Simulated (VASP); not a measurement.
Here is a VASP 6.6.1 calculation.

The input POSCAR:

```
I
1.0
    0.0000000000      2.3656004428      3.9098401324
    2.1922454667      0.0000000000      3.9098401324
    2.1922454667      2.3656004428      0.0000000000
I
1
Direct
    0.0000000000      0.0000000000      0.0000000000
```

INCAR.step1

```
SYSTEM = I
ALGO     = Normal         ! electronic algorithm
EDIFF    = 1E-5           ! SCF threshold, eV
ENCUT    = 550            ! plane-wave cutoff, eV
GGA      = PE             ! functional
GGA_COMPAT= .FALSE.      
ISMEAR   = 0              ! smearing method
ISYM     = 0            
LASPH    = .TRUE.         ! aspherical terms in the spheres
LCHARG   = .FALSE.        ! write CHGCAR
LREAL    = .FALSE.        ! projectors in reciprocal space
LWAVE    = .TRUE.         ! write WAVECAR
NBANDS   = 10             ! bands
NELM     = 120            ! most SCF steps
PREC     = Accurate       ! precision mode
SIGMA    = 0.1            ! smearing width, eV
```

Contents of INCAR.step2:

```
SYSTEM = I
ALGO     = Normal         ! electronic algorithm
EDIFF    = 1E-6           ! SCF threshold, eV
ENCUT    = 550            ! plane-wave cutoff, eV
GGA_COMPAT= .FALSE.      
ISIF     = 2              ! what is computed and relaxed
ISMEAR   = 0              ! smearing method
ISTART   = 1            
ISYM     = 0            
LASPH    = .TRUE.         ! aspherical terms in the spheres
LCHARG   = .TRUE.         ! write CHGCAR
LELF     = .TRUE.         ! ELF
LMIXTAU  = .TRUE.       
LREAL    = .FALSE.        ! projectors in reciprocal space
LVHAR    = .TRUE.       
LWAVE    = .FALSE.        ! write WAVECAR
METAGGA  = R2SCAN         ! meta-GGA
NBANDS   = 10             ! bands
NELM     = 120            ! most SCF steps
PREC     = Accurate       ! precision mode
SIGMA    = 0.1            ! smearing width, eV
```

KPOINTS

```
Automatic mesh
0
Gamma
  2 2 2
  0.5 0.5 0.5
```

Potentials or basis: VASP PAW PBE potentials, release 64 (I).

The run is started by

```console
$ cat potpaw_PBE.64/I/POTCAR > POTCAR
$ cp INCAR.step1 INCAR
$ mpirun -np 1 vasp_std > vasp.out
$ cp INCAR.step2 INCAR
$ mpirun -np 1 vasp_std > vasp.out
```

(1) What does it give for the pressure?

Results:

(1) -1.4 GPa.

Caveat: the k points lie up to 1.06 Å⁻¹ apart; the PAW data sets were made with another functional, which shifts forces and pressure a little; an odd number of electrons without spin polarisation forces a metal; a magnetic or distorted state may lie lower.
